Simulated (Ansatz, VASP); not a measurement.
## Two plane-wave programs on HfO2

```
Hf O
1.0
     0.00000    2.55750    2.55750
     2.55750    0.00000    2.55750
     2.55750    2.55750    0.00000
Hf O
1 2
Direct
  0.99646 0.99646 0.99646
  0.26975 0.26975 0.26975
  0.76975 0.76975 0.76975
```

Change from the starting cell: mode 4 (205.5 1/cm) frozen in, largest displacement +0.175 Å.

Alike in both runs: task single point; functional PBE; k mesh 8 × 8 × 8; occupations gaussian, width 0.05 eV; no spin polarisation.

|  | VASP | Ansatz |
| --- | --- | --- |
| version | VASP 6.6.1 | Ansatz 0.2.0 |
| potentials or method | VASP PAW PBE potentials, release 64 (Hf_pv, O), cutoff 520 eV | scalar-relativistic, plane waves, PAW |
| valence electrons in the cell | 22 | 38 |

|  | VASP | Ansatz | Ansatz less VASP |
| --- | --- | --- | --- |
| gap on the k mesh at the Fermi level (eV) | 3.84 | 3.85 | +0.011 |
| least direct gap on the mesh (eV) | 3.84 | 3.85 | +0.011 |
| pressure (GPa) | -1.5 | 1.9 | +3.39 |
| traceless stress, the component that is largest in VASP (GPa) | 2.56 | 2.57 | +0.009 |
| rms of the force components (eV/Å) | 0.568 | 0.589 | +0.0213 |

Atom by atom the forces differ by 0.022 eV/Å (rms over components). VASP's potentials hold 22 valence electrons a cell and Ansatz's 38, so a difference there can come from the potentials and not from the codes.

Neither program's run includes spin-orbit coupling.
